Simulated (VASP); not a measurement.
# Ge (Fd-3m) in VASP: notebook

Ge is run at these levels: RPBE; tasks: single point.

Program: VASP 6.6.1. These are calculated values, not measurements. Logs are shortened: lines on timing, memory, paths and dates and some standing lists are left out, and cuts for length are marked.

### 1 The cell of the first run

It takes space group Fd-3m (No. 227, cubic). Conventional cell: a = 5.583 Å, b = 5.583 Å, c = 5.583 Å, α = 90.00°, β = 90.00°, γ = 90.00°. Within 3.2 Å of Ge (site symmetry -43m) lie 4 Ge at 2.42 Å.

### 2 Single point, RPBE (volume scaled by 0.88)

File INCAR:

```
SYSTEM = Ge
PREC = Accurate
ENCUT = 520
EDIFF = 1E-6
ISMEAR = -1
SIGMA = 0.05
LREAL = .False.
LASPH = .True.
NELM = 100
ALGO = Normal
ISIF = 2
LWAVE = .False.
LCHARG = .True.
GGA = RP
LELF = .True.
LVHAR = .True.
NBANDS = 21
```

File KPOINTS:

```
regular mesh
0
Gamma
  9 9 9
  0 0 0
```

File POSCAR:

```
Ge
1.0
    0.0000000000      2.7916805312      2.7916805312
    2.7916805312      0.0000000000      2.7916805312
    2.7916805312      2.7916805312      0.0000000000
Ge
2
Direct
    0.5000000000      0.5000000000      0.5000000000
    0.7500000000      0.7500000000      0.7500000000
```

Potentials or basis: VASP PAW PBE potentials, release 64 (Ge_d).

Started as:

```sh
> cat potpaw_PBE.64/Ge_d/POTCAR > POTCAR
> mpirun -np 1 vasp_std > vasp.out
```

OUTCAR:

```text
SYSTEM = Ge
   PREC = Accurate
   ENCUT = 520
   EDIFF = 1E-6
   ISMEAR = -1
   LREAL = .False.
   LASPH = .True.
   NELM = 100
   ISIF = 2
   GGA = RP

 ion  position               nearest neighbor table
   1  0.500  0.500  0.500-   2 2.42   2 2.42   2 2.42   2 2.42
   2  0.750  0.750  0.750-   1 2.42   1 2.42   1 2.42   1 2.42

  LATTYP: Found a face centered cubic cell.
 ALAT       =     5.5833610624

  Lattice vectors:

 A1 = (   0.0000000000,   2.7916805312,   2.7916805312)
 A2 = (   2.7916805312,   0.0000000000,   2.7916805312)
 A3 = (   2.7916805312,   2.7916805312,   0.0000000000)

Analysis of symmetry for initial positions (statically):
=====================================================================
 Subroutine PRICEL returns:
 Original cell was already a primitive cell.

 Routine SETGRP: Setting up the symmetry group for a
 face centered cubic supercell.

 Subroutine GETGRP returns: Found 48 space group operations
 (whereof 24 operations were pure point group operations)
 out of a pool of 48 trial point group operations.

The static configuration has the point symmetry T_d .
 The point group associated with its full space group is O_h .

Analysis of symmetry for dynamics (positions and initial velocities):
=====================================================================
 Subroutine PRICEL returns:
 Original cell was already a primitive cell.

 Routine SETGRP: Setting up the symmetry group for a
 face centered cubic supercell.

 Subroutine GETGRP returns: Found 48 space group operations
 (whereof 24 operations were pure point group operations)
 out of a pool of 48 trial point group operations.

The dynamic configuration has the point symmetry T_d .
 The point group associated with its full space group is O_h .

 Subroutine INISYM returns: Found 48 space group operations
 (whereof 24 operations are pure point group operations),
 and found     1 'primitive' translations

----------------------------------------------------------------------------------------

                                     Primitive cell

  volume of cell :      43.5138

  direct lattice vectors                    reciprocal lattice vectors
     0.000000000  2.791680531  2.791680531    -0.179103588  0.179103588  0.179103588
     2.791680531  0.000000000  2.791680531     0.179103588 -0.179103588  0.179103588
     2.791680531  2.791680531  0.000000000     0.179103588  0.179103588 -0.179103588

  length of vectors
     3.948032469  3.948032469  3.948032469     0.310216514  0.310216514  0.310216514

  position of ions in fractional coordinates (direct lattice)
     0.500000000  0.500000000  0.500000000
     0.750000000  0.750000000  0.750000000

  ion indices of the primitive-cell ions
   primitive index   ion index
                 1           1
                 2           2

----------------------------------------------------------------------------------------

 KPOINTS: regular mesh

Automatic generation of k-mesh.
 Grid dimensions read from file:
 generate k-points for:    9    9    9

 Generating k-lattice:

  Cartesian coordinates                     Fractional coordinates (reciprocal lattice)
    -0.019900399  0.019900399  0.019900399     0.111111111  0.000000000  0.000000000
     0.019900399 -0.019900399  0.019900399     0.000000000  0.111111111  0.000000000
     0.019900399  0.019900399 -0.019900399     0.000000000  0.000000000  0.111111111

  Length of vectors
     0.034468502  0.034468502  0.034468502

  Shift w.r.t. Gamma in fractional coordinates (k-lattice)
     0.000000000  0.000000000  0.000000000

 Subroutine IBZKPT returns following result:
 ===========================================

 Found     35 irreducible k-points:

 Following reciprocal coordinates:
            Coordinates               Weight
  0.000000  0.000000  0.000000      1.000000
  0.111111  0.000000  0.000000      8.000000
  0.222222  0.000000  0.000000      8.000000
  0.333333  0.000000  0.000000      8.000000
  0.444444  0.000000  0.000000      8.000000
  0.111111  0.111111  0.000000      6.000000
[... 16 lines left out ...]
 -0.333333  0.333333  0.000000     12.000000
  0.444444  0.444444  0.000000      6.000000
 [... further k-points ...]
   k-points           NKPTS =     35   k-points in BZ     NKDIM =     35   number of bands    NBANDS=     21
   number of dos      NEDOS =    301   number of ions     NIONS =      2
   total plane-waves  NPLWV =  27000
   dimension x,y,z NGX =    30 NGY =   30 NGZ =   30
   dimension x,y,z NGXF=    60 NGYF=   60 NGZF=   60
   ions per type =               2
   NGX,Y,Z   is equivalent  to a cutoff of  12.63, 12.63, 12.63 a.u.
   NGXF,Y,Z  is equivalent  to a cutoff of  25.27, 25.27, 25.27 a.u.
 SYSTEM =  Ge
   PREC   = accura    normal or accurate (medium, high low for compatibility)
   ISTART =      0    job   : 0-new  1-cont  2-samecut
   ICHARG =      2    charge: 1-file 2-atom 10-const
   ISPIN  =      1    spin polarized calculation?
   LNONCOLLINEAR =      F non collinear calculations
   LSORBIT =      F    spin-orbit coupling
   LASPH  =      T    aspherical Exc in radial PAW
   ENCUT  =  520.0 eV  38.22 Ry    6.18 a.u.   7.34  7.34  7.34*2*pi/ulx,y,z
   NELM   =    100;   NELMIN=  2; NELMDL= -5     # of ELM steps
   EDIFF  = 0.1E-05   stopping-criterion for ELM
   LREAL  =      F    real-space projection
   EDIFFG = 0.1E-04   stopping-criterion for IOM
   NSW    =      0    number of steps for IOM
   IBRION =     -1    ionic relax: 0-MD 1-quasi-New 2-CG
   NFREE  =      0    steps in history (QN), initial steepest desc. (CG)
   ISIF   =      2    stress and relaxation
   ISYM   =      2    0-nonsym 1-usesym 2-fastsym
   POTIM  = 0.5000    time-step for ionic-motion
   TEBEG  =    0.0;   TEEND  =   0.0 temperature during run
   PSTRESS=    0.0 pullay stress
   NELECT =      28.0000    total number of electrons
   NUPDOWN=      -1.0000    fix difference up-down
   EMIN   =  10.00;   EMAX   =-10.00  energy-range for DOS
   EFERMI =   0.00;   METHOD = LEGACY
   ISMEAR =    -1;   SIGMA  =   0.05  broadening in eV -4-tet -1-fermi 0-gaus
   EFERMI_NEDOS =   21; number of points for ismear=-14 and -15
   IALGO  =     38    algorithm
   IMIX   =      4    mixing-type and parameters
     AMIX     =   0.40;   BMIX     =  1.00
     AMIX_MAG =   1.60;   BMIX_MAG =  1.00
  volume/ion in A,a.u.               =      21.76       146.82
  Fermi-wavevector in a.u.,A,eV,Ry     =   1.413357  2.670857 27.178688  1.997577
  Thomas-Fermi vector in A             =   2.535011
   LORBIT       =      0    0 simple, 1 ext, 2 COOP (PROOUT), +10 PAW based schemes
   GGA     = RP    functional components
   LHFCALC =     F    Hartree Fock is set to
   AEXX    =    0.0000 exact exchange contribution
   IVDW    =     0    specifies the selected vdW correction
   LEPSILON=     F    determine dielectric tensor
   LRPA    =     F    only Hartree local field effects (RPA)
 non-spin polarized calculation
  energy-cutoff  :      520.00
  volume of cell :       43.51
 maximum number of plane-waves:      1211
 NGX is ok and might be reduce to    30
   NGX = 15   NGY = 15   NGZ = 15

 number of electron      28.0000022 magnetization

 Free energy of the ion-electron system (eV)
  ---------------------------------------------------
  ext. energy  EPLUGINS =         0.00000000
  ---------------------------------------------------
  free energy    TOTEN  =        -8.22498911 eV

  energy without entropy =       -8.22487660  energy(sigma->0) =       -8.22493285

 E-fermi :   5.6817     XC(G=0):  -9.9456

 val. band max:        5.4984753339   @ k =   0.0000   0.0000   0.0000
 cond. band min:       5.9162952243   @ k =   0.4444   0.0000   0.0000
 fundamental gap:      0.4178198903
 Fermi energy:         5.6817407256

 k-point     1 :       0.0000    0.0000    0.0000
  band No.  band energies     occupation
      1     -19.4030      2.00000
      2     -19.4030      2.00000
      3     -19.4030      2.00000
      4     -19.3640      2.00000
      5     -19.3640      2.00000
      6     -19.1320      2.00000
[... 13 lines left out ...]
     20      15.0440      0.00000
     21      15.0440      0.00000

 k-point     2 :       0.1111    0.0000    0.0000
  band No.  band energies     occupation
      1     -19.4106      2.00000
      2     -19.4106      2.00000
      3     -19.4008      2.00000
      4     -19.3535      2.00000
      5     -19.3535      2.00000
      6     -19.1424      2.00000
[... 13 lines left out ...]
     20      14.2422      0.00000
     21      14.2422      0.00000

 k-point     3 :       0.2222    0.0000    0.0000
  band No.  band energies     occupation
      1     -19.4211      2.00000
      2     -19.4211      2.00000
      3     -19.3952      2.00000
      4     -19.3361      2.00000
      5     -19.3361      2.00000
      6     -19.1562      2.00000
[... 13 lines left out ...]
     20      13.8256      0.00000
     21      13.8256      0.00000

 k-point     4 :       0.3333    0.0000    0.0000
  band No.  band energies     occupation
      1     -19.4273      2.00000
      2     -19.4273      2.00000
      3     -19.3888      2.00000
      4     -19.3236      2.00000
      5     -19.3236      2.00000
      6     -19.1648      2.00000
[... 13 lines left out ...]
     20      14.5844      0.00000
     21      14.5844      0.00000

 k-point     5 :       0.4444    0.0000    0.0000
  band No.  band energies     occupation
      1     -19.4295      2.00000
      2     -19.4295      2.00000
      3     -19.3845      2.00000
      4     -19.3184      2.00000
      5     -19.3184      2.00000
      6     -19.1678      2.00000
[... 13 lines left out ...]
     20      16.2818      0.00000
     21      16.2818      0.00000
[... 382 lines left out ...]
     20      17.6033      0.00000
     21      17.9816      0.00000

 k-point    22 :      -0.4444    0.3333    0.0000
  band No.  band energies     occupation
      1     -19.4564      2.00000
      2     -19.4400      2.00000
      3     -19.3508      2.00000
      4     -19.2830      2.00000
      5     -19.2617      2.00000
      6     -19.2321      2.00000
[... 13 lines left out ...]
     20      16.2400      0.00000
     21      18.9675      0.00000

 k-point    23 :      -0.3333    0.3333    0.0000
  band No.  band energies     occupation
      1     -19.4600      2.00000
      2     -19.4416      2.00000
      3     -19.3442      2.00000
      4     -19.2661      2.00000
      5     -19.2590      2.00000
      6     -19.2449      2.00000
[... 13 lines left out ...]
     20      14.5272      0.00000
     21      19.5120      0.00000

 k-point    24 :       0.4444    0.4444    0.0000
  band No.  band energies     occupation
      1     -19.4389      2.00000
      2     -19.4389      2.00000
      3     -19.3683      2.00000
      4     -19.3237      2.00000
      5     -19.2580      2.00000
      6     -19.2147      2.00000
[... 13 lines left out ...]
     20      18.3844      0.00000
     21      18.4989      0.00000

 [... further k-points ...]
[... 5 lines left out ...]
  --------------------------------------------------------------------------------------
  -------------------------------------------------------------------------------------
  Total        2.3643628      2.3643628      2.3643628      0.0000000      0.0000000     -0.0000000
  in kB       87.0557662     87.0557662     87.0557662      0.0000000      0.0000000     -0.0000000
  external PRESSURE =      87.0557662 kB  Pullay stress =       0.0000000 kB

 VOLUME and BASIS-vectors are now :
 -----------------------------------------------------------------------------
  energy-cutoff  :      520.00
  volume of cell :       43.51
      direct lattice vectors                 reciprocal lattice vectors
     0.000000000  2.791680531  2.791680531    -0.179103588  0.179103588  0.179103588
     2.791680531  0.000000000  2.791680531     0.179103588 -0.179103588  0.179103588
     2.791680531  2.791680531  0.000000000     0.179103588  0.179103588 -0.179103588

 POSITION                                       TOTAL-FORCE (eV/Angst)
 -----------------------------------------------------------------------------------
      2.79168      2.79168      2.79168         0.000000     -0.000000      0.000000
      4.18752      4.18752      4.18752        -0.000000      0.000000     -0.000000
 -----------------------------------------------------------------------------------
    total drift:                                0.000000     -0.000000     -0.000000

  FREE ENERGIE OF THE ION-ELECTRON SYSTEM (eV)
  ---------------------------------------------------
  free  energy   TOTEN  =        -8.2249891068 eV

  energy  without entropy=       -8.2248766029  energy(sigma->0) =       -8.22493285
```

Run time: 30 s. Hardware: 1 thread of Intel Xeon Platinum 8375C at 2.90GHz (Ice Lake), shared host; peak memory 0.17 GiB.

Results:

```
Free energy            : -8.2250 eV
Pressure               : 8.7 GPa
Band gap on the k mesh : 0.42 eV, indirect (least direct gap 0.52 eV)
```

Levels at points of the mesh, in eV from the valence-band top:
| k point | band 12 | band 13 | band 14 | band 15 | band 16 | band 17 |
| --- | --- | --- | --- | --- | --- | --- |
| (0.00, 0.00, 0.00) | 0.00 | 0.00 | 0.00 | 0.52 | 2.58 | 2.58 |

Caveat: the PAW data sets were made with another functional, which shifts forces and pressure a little. A k mesh can miss the band edges.

[end of part 1 of 2]
